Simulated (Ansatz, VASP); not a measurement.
**CaOs3 in VASP and in Ansatz**

```
Ca Os
1.0
    -2.04755    2.04755    3.85905
     2.04755   -2.04755    3.85905
     2.04755    2.04755   -3.85905
Ca Os
1 3
Direct
  0.00000 0.00000 0.00000
  0.50000 0.50000 0.00000
  0.25000 0.75000 0.50000
  0.75000 0.25000 0.50000
```

Alike in both runs: functional PBE; k mesh 6 × 6 × 6; occupations gaussian, width 0.1 eV; no spin polarisation.

Ansatz relaxed the structure, and its values are those at the end. VASP's run is a single point on that final structure, the one shown.

|  | VASP | Ansatz |
| --- | --- | --- |
| version | VASP 6.6.1 | Ansatz 0.2.0 |
| potentials or method | VASP PAW PBE potentials, release 64 (Ca_sv, Os), cutoff 520 eV | scalar-relativistic, plane waves, PAW |
| valence electrons in the cell | 34 | 58 |

|  | VASP | Ansatz | Ansatz less VASP |
| --- | --- | --- | --- |
| gap on the k mesh at the Fermi level (eV) | none | none | - |
| pressure (GPa) | 0.4 | 0.3 | -0.20 |

A gap of «none» marks a metal or a gap that the smearing closes. VASP's potentials hold 34 valence electrons a cell and Ansatz's 58, so a difference there can come from the potentials and not from the codes.

The k mesh is coarse, so the values compare programs but aren't converged. Neither program's run includes spin-orbit coupling.
